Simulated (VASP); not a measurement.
# Al2Cu (Pm) in VASP: further runs, part 3 of 3

VASP 6.6.1. Earlier steps stand in the parts before.

## 4. Single point, PBEsol (atoms displaced along several vibrational modes)

INCAR reads:

```
ALGO = Fast ; EDIFF = 1E-7
ENCUT = 520 ; GGA = PS
ISIF = 2 ; ISMEAR = 0
LASPH = T ; LCHARG = T
LELF = T ; LREAL = F
LVHAR = T ; LWAVE = F
NBANDS = 16 ; NELM = 60
PREC = Accurate ; SIGMA = 0.15
```

KPOINTS reads:

```
k-points
0
Gamma
  10 10 14
```

POSCAR reads:

```
Al2Cu
1.0
    4.0842078946      0.0000000000      0.0000000000
    0.0000000000      4.0842078946      0.0000000000
    0.0000000000      0.0000000000      2.8458943809
Al Cu
2 1
Direct
    0.5049764728      0.0025990588      0.5000000000
   -0.0726456654      0.4889084980      0.5000000000
    0.0287322400      0.0036058789      0.0000000000
```

Potentials or basis: VASP PAW PBE potentials, release 64 (Al, Cu).

Run with:

```console
cat potpaw_PBE.64/Al/POTCAR potpaw_PBE.64/Cu/POTCAR > POTCAR
mpirun -np 1 vasp_std > vasp.out
```

OUTCAR:

```text
EDIFF = 1E-7
   ENCUT = 520
   GGA = PS
   ISIF = 2
   ISMEAR = 0
   LASPH = T
   LREAL = F
   NELM = 60
   PREC = Accurate

 ion  position               nearest neighbor table
   1  0.505  0.003  0.500-   3 2.41   3 2.41   3 2.57   3 2.57   2 2.63   2 2.72   2 3.08   2 3.16

   2  0.927  0.489  0.500-   3 2.47   3 2.47   3 2.57   3 2.57   1 2.63   1 2.72   1 3.08   1 3.16

   3  0.029  0.004  0.000-   1 2.41   1 2.41   2 2.47   2 2.47   1 2.57   1 2.57   2 2.57   2 2.57

  LATTYP: Found a simple tetragonal cell.
 ALAT       =     4.0842078946
 C/A-ratio  =     0.6968044856

  Lattice vectors:

 A1 = (   4.0842078946,   0.0000000000,   0.0000000000)
 A2 = (   0.0000000000,   4.0842078946,   0.0000000000)
 A3 = (   0.0000000000,   0.0000000000,   2.8458943809)

Analysis of symmetry for initial positions (statically):
=====================================================================
 Subroutine PRICEL returns:
 Original cell was already a primitive cell.

 Routine SETGRP: Setting up the symmetry group for a
 simple tetragonal supercell.

 Subroutine GETGRP returns: Found  2 space group operations
 (whereof  2 operations were pure point group operations)
 out of a pool of 16 trial point group operations.

The static configuration has the point symmetry C_1h.

Analysis of symmetry for dynamics (positions and initial velocities):
=====================================================================
 Subroutine PRICEL returns:
 Original cell was already a primitive cell.

 Routine SETGRP: Setting up the symmetry group for a
 simple tetragonal supercell.

 Subroutine GETGRP returns: Found  2 space group operations
 (whereof  2 operations were pure point group operations)
 out of a pool of 16 trial point group operations.

The dynamic configuration has the point symmetry C_1h.

 Subroutine INISYM returns: Found  2 space group operations
 (whereof  2 operations are pure point group operations),
 and found     1 'primitive' translations

----------------------------------------------------------------------------------------

                                     Primitive cell

  volume of cell :      47.4717

  direct lattice vectors                    reciprocal lattice vectors
     4.084207895  0.000000000  0.000000000     0.244845519  0.000000000  0.000000000
     0.000000000  4.084207895  0.000000000     0.000000000  0.244845519  0.000000000
     0.000000000  0.000000000  2.845894381     0.000000000  0.000000000  0.351383385

  length of vectors
     4.084207895  4.084207895  2.845894381     0.244845519  0.244845519  0.351383385

  position of ions in fractional coordinates (direct lattice)
     0.504976473  0.002599059  0.500000000
     0.927354335  0.488908498  0.500000000
     0.028732240  0.003605879  0.000000000

  ion indices of the primitive-cell ions
   primitive index   ion index
                 1           1
                 2           2
                 3           3

----------------------------------------------------------------------------------------

 KPOINTS: k-points

Automatic generation of k-mesh.
 Grid dimensions read from file:
 generate k-points for:   10   10   14

 Generating k-lattice:

  Cartesian coordinates                     Fractional coordinates (reciprocal lattice)
     0.024484552  0.000000000  0.000000000     0.100000000  0.000000000  0.000000000
     0.000000000  0.024484552  0.000000000     0.000000000  0.100000000  0.000000000
     0.000000000  0.000000000  0.025098813     0.000000000  0.000000000  0.071428571

  Length of vectors
     0.024484552  0.024484552  0.025098813

  Shift w.r.t. Gamma in fractional coordinates (k-lattice)
     0.000000000  0.000000000  0.000000000

 Subroutine IBZKPT returns following result:
 ===========================================

 Found    416 irreducible k-points:

 Following reciprocal coordinates:
            Coordinates               Weight
  0.000000  0.000000  0.000000      1.000000
  0.100000  0.000000  0.000000      2.000000
  0.000000  0.100000  0.000000      2.000000
  0.200000  0.000000  0.000000      2.000000
  0.000000  0.200000  0.000000      2.000000
  0.300000  0.000000  0.000000      2.000000
[... 16 lines left out ...]
 -0.100000  0.400000  0.000000      2.000000
 -0.400000  0.100000  0.000000      2.000000
 [... further k-points ...]
   k-points           NKPTS =    416   k-points in BZ     NKDIM =    416   number of bands    NBANDS=     16
   number of dos      NEDOS =    301   number of ions     NIONS =      3
   total plane-waves  NPLWV =  21600
   dimension x,y,z NGX =    30 NGY =   30 NGZ =   24
   dimension x,y,z NGXF=    60 NGYF=   60 NGZF=   48
   ions per type =               2   1
   NGX,Y,Z   is equivalent  to a cutoff of  12.21, 12.21, 14.02 a.u.
   NGXF,Y,Z  is equivalent  to a cutoff of  24.42, 24.42, 28.04 a.u.
 SYSTEM =  unknown system
   PREC   = accura    normal or accurate (medium, high low for compatibility)
   ISTART =      0    job   : 0-new  1-cont  2-samecut
   ICHARG =      2    charge: 1-file 2-atom 10-const
   ISPIN  =      1    spin polarized calculation?
   LNONCOLLINEAR =      F non collinear calculations
   LSORBIT =      F    spin-orbit coupling
   LASPH  =      T    aspherical Exc in radial PAW
   ENCUT  =  520.0 eV  38.22 Ry    6.18 a.u.   7.59  7.59  5.29*2*pi/ulx,y,z
   NELM   =     60;   NELMIN=  2; NELMDL= -5     # of ELM steps
   EDIFF  = 0.1E-06   stopping-criterion for ELM
   LREAL  =      F    real-space projection
   EDIFFG = 0.1E-05   stopping-criterion for IOM
   NSW    =      0    number of steps for IOM
   IBRION =     -1    ionic relax: 0-MD 1-quasi-New 2-CG
   NFREE  =      0    steps in history (QN), initial steepest desc. (CG)
   ISIF   =      2    stress and relaxation
   ISYM   =      2    0-nonsym 1-usesym 2-fastsym
   POTIM  = 0.5000    time-step for ionic-motion
   TEBEG  =    0.0;   TEEND  =   0.0 temperature during run
   PSTRESS=    0.0 pullay stress
   NELECT =      17.0000    total number of electrons
   NUPDOWN=      -1.0000    fix difference up-down
   EMIN   =  10.00;   EMAX   =-10.00  energy-range for DOS
   EFERMI =   0.00;   METHOD = LEGACY
   ISMEAR =     0;   SIGMA  =   0.15  broadening in eV -4-tet -1-fermi 0-gaus
   EFERMI_NEDOS =   21; number of points for ismear=-14 and -15
   IALGO  =     68    algorithm
   IMIX   =      4    mixing-type and parameters
     AMIX     =   0.40;   BMIX     =  1.00
     AMIX_MAG =   1.60;   BMIX_MAG =  1.00
  volume/ion in A,a.u.               =      15.82       106.78
  Fermi-wavevector in a.u.,A,eV,Ry     =   1.162554  2.196908 18.388694  1.351531
  Thomas-Fermi vector in A             =   2.299113
   LORBIT       =      0    0 simple, 1 ext, 2 COOP (PROOUT), +10 PAW based schemes
   GGA     = PS    functional components
   LHFCALC =     F    Hartree Fock is set to
   AEXX    =    0.0000 exact exchange contribution
   IVDW    =     0    specifies the selected vdW correction
   LEPSILON=     F    determine dielectric tensor
   LRPA    =     F    only Hartree local field effects (RPA)
 non-spin polarized calculation
 RMM-DIIS sequential band-by-band and
 Gauss-broadening in eV      SIGMA  =   0.15
  energy-cutoff  :      520.00
  volume of cell :       47.47
 maximum number of plane-waves:      1294
   NGX = 15   NGY = 15   NGZ = 11

 number of electron      16.9999998 magnetization

 Free energy of the ion-electron system (eV)
  ---------------------------------------------------
  ext. energy  EPLUGINS =         0.00000000
  ---------------------------------------------------
  free energy    TOTEN  =       -12.41216877 eV

  energy without entropy =      -12.40074765  energy(sigma->0) =      -12.40645821

 E-fermi :   7.2768     XC(G=0): -10.5914

 val. band max:        7.2755926888   @ k =  -0.1000   0.5000   0.3571
 cond. band min:       7.2846469491   @ k =   0.5000   0.1000   0.3571
 fundamental gap:      0.0090542603
 Fermi energy:         7.2768396233

 k-point     1 :       0.0000    0.0000    0.0000
  band No.  band energies     occupation
      1      -3.3847      2.00000
      2       1.8693      2.00000
      3       2.3215      2.00000
      4       2.9795      2.00000
      5       3.2144      2.00000
      6       3.2903      2.00000
[... 433 lines left out ...]
      3       2.2784      2.00000
      4       2.7190      2.00000
      5       2.9571      2.00000
      6       3.1879      2.00000
[... 8 lines left out ...]
     15      17.3143      0.00000
     16      19.1141      0.00000

 [... further k-points ...]

------------------------ aborting loop because EDIFF is reached ----------------------------------------

  FORCE on cell =-STRESS in cart. coord.  units (eV):
  Direction    XX          YY          ZZ          XY          YZ          ZX
  --------------------------------------------------------------------------------------
  -------------------------------------------------------------------------------------
  Total        0.9629519      0.4805852      0.0523731      0.1706625      0.0000000      0.0000000
  in kB       32.4998023     16.2198391      1.7676008      5.7598917      0.0000000      0.0000000
  external PRESSURE =      16.8290808 kB  Pullay stress =       0.0000000 kB

 VOLUME and BASIS-vectors are now :
 -----------------------------------------------------------------------------
  energy-cutoff  :      520.00
  volume of cell :       47.47
      direct lattice vectors                 reciprocal lattice vectors
     4.084207895  0.000000000  0.000000000     0.244845519  0.000000000  0.000000000
     0.000000000  4.084207895  0.000000000     0.000000000  0.244845519  0.000000000
     0.000000000  0.000000000  2.845894381     0.000000000  0.000000000  0.351383385

 POSITION                                       TOTAL-FORCE (eV/Angst)
 -----------------------------------------------------------------------------------
      2.06243      0.01062      1.42295        -0.098933     -0.202448      0.000000
      3.78751      1.99680      1.42295         0.762060      0.570926      0.000000
      0.11735      0.01473      0.00000        -0.663127     -0.368478      0.000000
 -----------------------------------------------------------------------------------
    total drift:                               -0.001045      0.001035      0.000000

  FREE ENERGIE OF THE ION-ELECTRON SYSTEM (eV)
  ---------------------------------------------------
  free  energy   TOTEN  =       -12.4121687658 eV

  energy  without entropy=      -12.4007476464  energy(sigma->0) =      -12.40645821
```

OSZICAR:

```text
N       E                     dE             d eps       ncg     rms          rms(c)
DAV:   1     0.602335159919E+02    0.60234E+02   -0.67926E+03 13368   0.114E+03
DAV:   2    -0.120719518557E+02   -0.72305E+02   -0.64292E+02 14120   0.204E+02
DAV:   3    -0.147464713889E+02   -0.26745E+01   -0.26073E+01 18056   0.435E+01
[... 13 lines left out ...]
RMM:  17    -0.124121692086E+02    0.40403E-05   -0.18238E-05 17101   0.674E-02    0.173E-02
RMM:  18    -0.124121690045E+02    0.20412E-06   -0.54620E-06 18290   0.182E-02    0.634E-03
RMM:  19    -0.124121691119E+02   -0.10739E-06   -0.10171E-06 17782   0.863E-03    0.744E-03
RMM:  20    -0.124121689336E+02    0.17828E-06   -0.16562E-07 10965   0.584E-03    0.612E-03
RMM:  21    -0.124121687562E+02    0.17745E-06   -0.17386E-07 11994   0.476E-03    0.584E-03
RMM:  22    -0.124121687658E+02   -0.95683E-08   -0.10199E-07  9139   0.368E-03
   1 F= -.12412169E+02 E0= -.12406458E+02  d E =-.114211E-01
```

stdout:

```text
POSCAR found type information on POSCAR AlCu
 POSCAR found :  2 types and       3 ions
 scaLAPACK will be used
 -----------------------------------------------------------------------------
|                                                                             |
|                                                                             |
|     You enforced a specific xc type in the INCAR file but a different       |
|     I HOPE YOU KNOW WHAT YOU ARE DOING!                                     |
|                                                                             |
 -----------------------------------------------------------------------------

 LDA part: xc-table for (Slater+PW92), standard interpolation
 POSCAR, INCAR and KPOINTS ok, starting setup
 FFT: planning ... GRIDC
 FFT: planning ... GRID_SOFT
 FFT: planning ... GRID
 WAVECAR not read
 entering main loop
WARNING in EDDRMM: call to ZHEGV failed, returncode =   8  4     16
WARNING in EDDRMM: call to ZHEGV failed, returncode =   8  4     16
```

Wall time 11 min (1 thread of Intel Xeon 8259CL, shared host); peak memory 0.4 GiB.

What came out:

- Free energy: -12.4122 eV
- Pressure: 1.7 GPa
- Largest force: 0.952 eV/Å
- Band gap on the k mesh: zero (an odd number of electrons rules out a gap without spin polarisation)

Forces on the atoms (eV/Å):
```
Al  -0.099 -0.202  0.000
Al   0.762  0.571  0.000
Cu  -0.663 -0.368  0.000
```

Caveat: the cell differs from its parent crystal (atoms displaced along several vibrational modes); the PAW data sets were made with another functional, which shifts forces and pressure a little.

## 5. The runs side by side

| cell | further INCAR settings | gap on the mesh (eV) | pressure (GPa) | largest force (eV/Å) |
| --- | --- | --- | --- | --- |
| as given, atomic positions A | ALGO = Fast; EDIFF = 1e-07; NBANDS = 16 | none | 3.3 | 1.41 |
| as given, atomic positions B | ALGO = Fast; EDIFF = 1e-06; NBANDS = 16 | none | 0.5 | 0.66 |
| as given, atomic positions C | ALGO = Fast; EDIFF = 1e-07; NBANDS = 16 | none | 1.7 | 0.95 |

Alike in all rows: task single point; level PBEsol; potentials or basis VASP PAW PBE potentials, release 64 (Al, Cu); no spin polarisation; k mesh 10 × 10 × 14; cutoff (eV) 520; smearing gaussian 0.15 eV.

Caveats: the PAW data sets were made with another functional, which shifts forces and pressure a little; the stress differs along the axes, from -0 to 6 GPa (at least some runs).

Absolute energies hang on the potentials; compare differences alone.

The gap in the log of VASP goes by the Fermi energy; the results here count the filled bands.